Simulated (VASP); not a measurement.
Write the native input for VASP 6.6.1 that does the following.

```
Task                   : electric field gradients
Functional             : PBEsol
Potentials or basis    : VASP PAW PBE potentials, release 64 (Mg, S)
Cutoff                 : 520 eV
k mesh                 : 10 × 10 × 10
Occupations            : fermi-dirac, width 0.03 eV
Spin                   : no spin polarisation
Dipole correction      : no
Further INCAR settings : ALGO = Normal; EDIFF = 1e-08; NBANDS = 11
```

The structure of MgS lies in POSCAR:

```
MgS
1.0
    0.0260165000      2.6146582500      2.6146582500
    2.6146582500      0.0260165000      2.6146582500
    2.6146582500      2.6146582500      0.0260165000
Mg S
1 1
Direct
    0.0000000000      0.0000000000      0.0000000000
    0.5000000000      0.5000000000      0.5000000000
```

This cell differs from its parent crystal: equal xy, yz and zx shear strains of +1 %.

These files were run (other wordings do the same):

INCAR

```
SYSTEM = MgS
ALGO = Normal
EDIFF = 1E-8
ENCUT = 520
GGA = PS
ISIF = 2
ISMEAR = -1
LASPH = .True.
LCHARG = .False.
LEFG = .True.
LREAL = .False.
LWAVE = .False.
NBANDS = 11
NELM = 80
PREC = Accurate
SIGMA = 0.03
```

KPOINTS

```
k-points
0
Gamma
  10 10 10
  0 0 0
```

Potentials or basis: VASP PAW PBE potentials, release 64 (Mg, S).

Command:

```console
$ cat potpaw_PBE.64/Mg/POTCAR potpaw_PBE.64/S/POTCAR > POTCAR
$ mpirun -np 1 vasp_std > vasp.out
```

It gave:

```
Pressure                                : -1.1 GPa
Band gap on the k mesh                  : 2.65 eV (least direct gap 3.54 eV)
Largest electric field gradient by atom : Mg -0.3; S +5.5 V/Å²
```

Caveat: the cell differs from its parent crystal (equal xy, yz and zx shear strains of +1 %); without QUAD_EFG the Cq values of the log hold for a quadrupole moment of 1 mb, not for the nuclei; the PAW data sets were made with another functional, which shifts forces and pressure a little.

Wall time 57 s on 1 thread of Intel Xeon 8259CL (shared host), peak memory 0.19 GiB.
